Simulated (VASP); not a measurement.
Here is a VASP 6.6.1 calculation.

File INCAR:

```
ALGO = Normal
EDIFF = 1E-7
ENCUT = 520
GGA = PE
ISIF = 2
ISMEAR = -1
LASPH = True
LCHARG = True
LELF = True
LREAL = False
LVHAR = True
LWAVE = False
NBANDS = 21
NELM = 100
PREC = Accurate
SIGMA = 0.08
```

Contents of KPOINTS:

```
k-points
0
Gamma
  15 15 8
```

Contents of POSCAR:

```
Mo
1.0
    2.5240022073      0.0000000000      0.0000000000
   -1.2620011036      2.1858500307      0.0000000000
    0.0000000000      0.0000000000      3.9720402534
Mo
2
Direct
    0.3333333333      0.6666666667      0.2500000000
    0.6666666667      0.3333333333      0.7500000000
```

Potentials or basis: VASP PAW PBE potentials, release 64 (Mo_sv).

Launch:

```sh
$ cat potpaw_PBE.64/Mo_sv/POTCAR > POTCAR
$ mpirun -np 1 vasp_std > vasp.out
```

Estimate the pressure.

191.1 GPa.

Predict the band gap on the k mesh.

zero (band 14 reaches 20.81 eV, above the bottom of band 15 at 17.13 eV).

Stress tensor (GPa, compression positive):
```
190.91   0.00   0.00
  0.00 190.91   0.00
  0.00   0.00 191.49
```
